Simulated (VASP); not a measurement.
# As (R-3m) in VASP: a series of runs

Runs on As. Level: r2SCAN. Tasks: single point.

Program: VASP 6.6.1. These are calculated values, not measurements. Logs are shortened: lines on timing, memory, paths and dates and some standing lists are left out, and cuts for length are marked.

### 1 The cell of the first run

It takes space group R-3m (No. 166, trigonal). The conventional cell has a = 3.590 Å, b = 3.590 Å, c = 15.163 Å, α = 90.00°, β = 90.00°, γ = 120.00°. Within 3.3 Å of As (site symmetry 3m) lie 3 As at 2.48 Å.

### 2 Single point, r2SCAN

The input, POSCAR:

```
As
1.0
    1.7950784285      1.0363890139      5.0542643309
   -1.7950784285      1.0363890139      5.0542643309
    0.0000000000     -2.0727780278      5.0542643309
As
2
Direct
    0.7883402482      0.7883402482      0.7883402482
    0.2116597518      0.2116597518      0.2116597518
```

The input, INCAR.step1:

```
SYSTEM = As
PREC = Accurate
ENCUT = 520
ISMEAR = 1
SIGMA = 0.3
LREAL = .False.
LASPH = .True.
NELM = 60
NBANDS = 12
GGA = PE
ALGO = Normal
EDIFF = 1E-4
LWAVE = .True.
LCHARG = .False.
```

The input, INCAR.step2:

```
SYSTEM = As
PREC = Accurate
ENCUT = 520
EDIFF = 1E-7
ISMEAR = 1
SIGMA = 0.3
LREAL = .False.
LASPH = .True.
NELM = 60
ALGO = Normal
ISIF = 2
LWAVE = .False.
LCHARG = .False.
METAGGA = R2SCAN
LMIXTAU = .True.
NBANDS = 12
ISTART = 1
```

The input, KPOINTS:

```
Automatic mesh
0
Gamma
  10 10 10
  0 0 0
```

Potentials or basis: VASP PAW PBE potentials, release 64 (As).

Command:

```sh
cat potpaw_PBE.64/As/POTCAR > POTCAR
cp INCAR.step1 INCAR
mpirun -np 1 vasp_std > vasp.out
cp INCAR.step2 INCAR
mpirun -np 1 vasp_std > vasp.out
```

OUTCAR:

```text
SYSTEM = As
   PREC = Accurate
   ENCUT = 520
   EDIFF = 1E-7
   ISMEAR = 1
   LREAL = .False.
   LASPH = .True.
   NELM = 60
   ISIF = 2
   METAGGA = R2SCAN
   ISTART = 1

 ion  position               nearest neighbor table
   1  0.788  0.788  0.788-   2 2.48   2 2.48   2 2.48
   2  0.212  0.212  0.212-   1 2.48   1 2.48   1 2.48

  LATTYP: Found a trigonal (rhomboedric) cell.
 ALAT       =     5.4627828695
 COS(alpha) =     0.7840421605

  Lattice vectors:

 A1 = (   1.7950784285,   1.0363890139,   5.0542643309)
 A2 = (  -1.7950784285,   1.0363890139,   5.0542643309)
 A3 = (   0.0000000000,  -2.0727780278,   5.0542643309)

Analysis of symmetry for initial positions (statically):
=====================================================================
 Subroutine PRICEL returns:
 Original cell was already a primitive cell.

 Routine SETGRP: Setting up the symmetry group for a
 trigonal (rhombohedral) supercell.

 Subroutine GETGRP returns: Found 12 space group operations
 (whereof 12 operations were pure point group operations)
 out of a pool of 12 trial point group operations.

The static configuration has the point symmetry D_3d.

Analysis of symmetry for dynamics (positions and initial velocities):
=====================================================================
 Subroutine PRICEL returns:
 Original cell was already a primitive cell.

 Routine SETGRP: Setting up the symmetry group for a
 trigonal (rhombohedral) supercell.

 Subroutine GETGRP returns: Found 12 space group operations
 (whereof 12 operations were pure point group operations)
 out of a pool of 12 trial point group operations.

The dynamic configuration has the point symmetry D_3d.

 Subroutine INISYM returns: Found 12 space group operations
 (whereof 12 operations are pure point group operations),
 and found     1 'primitive' translations

----------------------------------------------------------------------------------------

                                     Primitive cell

  volume of cell :      56.4177

  direct lattice vectors                    reciprocal lattice vectors
     1.795078429  1.036389014  5.054264331     0.278539362  0.160814776  0.065950910
    -1.795078429  1.036389014  5.054264331    -0.278539362  0.160814776  0.065950910
     0.000000000 -2.072778028  5.054264331     0.000000000 -0.321629551  0.065950910

  length of vectors
     5.462782869  5.462782869  5.462782869     0.328321627  0.328321627  0.328321627

  position of ions in fractional coordinates (direct lattice)
     0.788340248  0.788340248  0.788340248
     0.211659752  0.211659752  0.211659752

[... 89 lines left out ...]
   EMIN   =  10.00;   EMAX   =-10.00  energy-range for DOS
   EFERMI =   0.00;   METHOD = LEGACY
   ISMEAR =     1;   SIGMA  =   0.30  broadening in eV -4-tet -1-fermi 0-gaus
   EFERMI_NEDOS =   21; number of points for ismear=-14 and -15
   IALGO  =     38    algorithm
   IMIX   =      4    mixing-type and parameters
     AMIX     =   0.40;   BMIX     =  1.00
     AMIX_MAG =   1.60;   BMIX_MAG =  1.00
  volume/ion in A,a.u.               =      28.21       190.36
  Fermi-wavevector in a.u.,A,eV,Ry     =   0.919609  1.737808 11.506174  0.845680
  Thomas-Fermi vector in A             =   2.044822
   LORBIT       =      0    0 simple, 1 ext, 2 COOP (PROOUT), +10 PAW based schemes
   METAGGA = R2SCAN    functional components
   LHFCALC =     F    Hartree Fock is set to
   AEXX    =    0.0000 exact exchange contribution
   IVDW    =     0    specifies the selected vdW correction
   LEPSILON=     F    determine dielectric tensor
   LRPA    =     F    only Hartree local field effects (RPA)
 non-spin polarized calculation
 Methfessel and Paxton  Order N= 1 SIGMA  =   0.30
  energy-cutoff  :      520.00
  volume of cell :       56.42
 maximum number of plane-waves:      1543
 NGX is ok and might be reduce to    42
   NGX = 21   NGY = 21   NGZ = 21

 number of electron      10.0000000 magnetization

 Free energy of the ion-electron system (eV)
  ---------------------------------------------------
  ext. energy  EPLUGINS =         0.00000000
  ---------------------------------------------------
  free energy    TOTEN  =       -29.41773007 eV

  energy without entropy =      -29.41928129  energy(sigma->0) =      -29.41824714

 E-fermi :   3.1554     XC(G=0):  -8.8528

 val. band max:        2.7362038719   @ k =   0.5000   0.5000   0.5000
 cond. band min:       3.3407801380   @ k =   0.4000  -0.0000   0.0000
 fundamental gap:      0.6045762661
 Fermi energy:         3.1554116428

 k-point     1 :       0.0000    0.0000    0.0000
  band No.  band energies     occupation
      1     -12.4219      2.00000
      2      -5.1113      2.00000
      3       0.3516      2.00000
      4       1.7009      2.00000
      5       1.7009      2.00000
      6       4.5935     -0.00000
      7       5.6369     -0.00000
      8       5.6369     -0.00000
      9      11.2406      0.00000
     10      12.2816      0.00000
     11      12.2816      0.00000
     12      12.7819      0.00000
[... 331 lines left out ...]
 k-point    24 :       0.4000    0.3000   -0.0000
  band No.  band energies     occupation
      1     -10.6475      2.00000
      2      -6.5120      2.00000
      3      -1.9674      2.00000
      4      -0.6472      2.00000
      5       0.7891      2.00000
      6       4.7232     -0.00000
      7       6.2152     -0.00000
      8       6.4255     -0.00000
      9       9.7304      0.00000
     10      11.9954      0.00000
     11      12.9756      0.00000
     12      13.7396      0.00000

 [... further k-points ...]

------------------------ aborting loop because EDIFF is reached ----------------------------------------

  FORCE on cell =-STRESS in cart. coord.  units (eV):
  Direction    XX          YY          ZZ          XY          YZ          ZX
  --------------------------------------------------------------------------------------
  -------------------------------------------------------------------------------------
  Total        0.0232724      0.0232724      0.1018121      0.0000000      0.0000000      0.0000000
  in kB        0.6609001      0.6609001      2.8913098      0.0000000      0.0000000      0.0000000
  external PRESSURE =       1.4043700 kB  Pullay stress =       0.0000000 kB

 VOLUME and BASIS-vectors are now :
 -----------------------------------------------------------------------------
  energy-cutoff  :      520.00
  volume of cell :       56.42
      direct lattice vectors                 reciprocal lattice vectors
     1.795078429  1.036389014  5.054264331     0.278539362  0.160814776  0.065950910
    -1.795078429  1.036389014  5.054264331    -0.278539362  0.160814776  0.065950910
     0.000000000 -2.072778028  5.054264331     0.000000000 -0.321629551  0.065950910

 POSITION                                       TOTAL-FORCE (eV/Angst)
 -----------------------------------------------------------------------------------
      0.00000      0.00000     11.95344         0.000000      0.000000     -0.063753
      0.00000      0.00000      3.20935         0.000000     -0.000000      0.063753
 -----------------------------------------------------------------------------------
    total drift:                               -0.000000     -0.000000      0.000000

  FREE ENERGIE OF THE ION-ELECTRON SYSTEM (eV)
  ---------------------------------------------------
  free  energy   TOTEN  =       -29.4177300667 eV

  energy  without entropy=      -29.4192812899  energy(sigma->0) =      -29.41824714
```

OUTCAR.step1:

```text
SYSTEM = As
   PREC = Accurate
   ENCUT = 520
   ISMEAR = 1
   LREAL = .False.
   LASPH = .True.
[... 583 lines left out ...]
      0.00000      0.00000     11.95344         0.000000     -0.000000     -0.454696
      0.00000      0.00000      3.20935         0.000000      0.000000      0.454696
 -----------------------------------------------------------------------------------
    total drift:                               -0.000000     -0.000000      0.000000

  FREE ENERGIE OF THE ION-ELECTRON SYSTEM (eV)
  ---------------------------------------------------
  free  energy   TOTEN  =        -9.3162405476 eV

  energy  without entropy=       -9.3186763216  energy(sigma->0) =       -9.31705247
```

Wall time 10 min (1 thread of Intel Xeon 8259CL, shared host); peak memory 0.31 GiB.

Results:

| Property | Result |
| --- | --- |
| Free energy | -29.4177 eV |
| Pressure | 0.1 GPa |
| Largest force | 0.064 eV/Å |
| Band gap on the k mesh | 0.60 eV (least direct gap 1.15 eV) |

Forces on the atoms (eV/Å):
```
As   0.000  0.000 -0.064
As   0.000  0.000  0.064
```

Stress tensor (GPa, compression positive):
```
0.07 0.00 0.00
0.00 0.07 0.00
0.00 0.00 0.29
```

Caveat: the PAW data sets were made with another functional, which shifts forces and pressure a little. A k mesh can miss the band edges.

### 3 Single point, r2SCAN

POSCAR is that of step 2.

The input, INCAR.step1:

```
SYSTEM = As
PREC = Accurate ; ENCUT = 520
ISMEAR = 1 ; SIGMA = 0.6
LREAL = .False. ; LASPH = .True.
NELM = 60 ; NBANDS = 12
GGA = PE ; ALGO = Normal
EDIFF = 1E-4 ; LWAVE = .True.
LCHARG = .False.
```

The input, INCAR.step2:

```
SYSTEM = As
PREC = Accurate ; ENCUT = 520
EDIFF = 1E-6 ; ISMEAR = 1
SIGMA = 0.6 ; LREAL = .False.
LASPH = .True. ; NELM = 60
ALGO = Normal ; ISIF = 2
LWAVE = .False. ; LCHARG = .True.
METAGGA = R2SCAN ; LMIXTAU = .True.
LELF = .True. ; LVHAR = .True.
NBANDS = 12 ; ISTART = 1
```

KPOINTS is that of step 2.

Potentials or basis: VASP PAW PBE potentials, release 64 (As).

Command:

```sh
cat potpaw_PBE.64/As/POTCAR > POTCAR
cp INCAR.step1 INCAR
mpirun -np 1 vasp_std > vasp.out
cp INCAR.step2 INCAR
mpirun -np 1 vasp_std > vasp.out
```

Run time: 9.4 min. Hardware: 1 thread of Intel Xeon 8259CL, shared host; peak memory 0.31 GiB.

Results (log left out):

* Free energy: -29.4129 eV
* Pressure: 0.1 GPa
* Largest force: 0.064 eV/Å
* Band gap on the k mesh: 0.60 eV (least direct gap 1.15 eV)

Forces on the atoms (eV/Å):
```
As   0.000  0.000 -0.064
As   0.000  0.000  0.064
```

Stress tensor (GPa, compression positive):
```
0.05 0.00 0.00
0.00 0.05 0.00
0.00 0.00 0.30
```

Levels at points of the mesh, in eV from the valence-band top:
| k point | band 1 | band 2 | band 3 | band 4 | band 5 | band 6 | band 7 | band 8 | band 9 | band 10 |
| --- | --- | --- | --- | --- | --- | --- | --- | --- | --- | --- |
| (0.00, 0.00, 0.00) | -15.16 | -7.85 | -2.38 | -1.04 | -1.04 | 1.86 | 2.90 | 2.90 | 8.51 | 9.54 |
| (0.50, 0.00, 0.00) | -12.51 | -10.48 | -4.27 | -2.97 | -2.03 | 0.95 | 1.71 | 3.71 | 6.01 | 8.96 |
| (0.50, 0.50, 0.00) | -12.51 | -10.36 | -4.61 | -3.06 | -2.94 | 1.67 | 3.76 | 4.29 | 6.38 | 9.02 |
| (0.50, 0.50, 0.50) | -15.07 | -8.58 | -1.02 | -1.02 | 0.00 | 1.15 | 2.74 | 2.74 | 6.68 | 9.03 |

Caveat: so wide a smearing shifts energies and pressures; the PAW data sets were made with another functional, which shifts forces and pressure a little. A k mesh can miss the band edges.

(Part 1 of 2 ends here.)
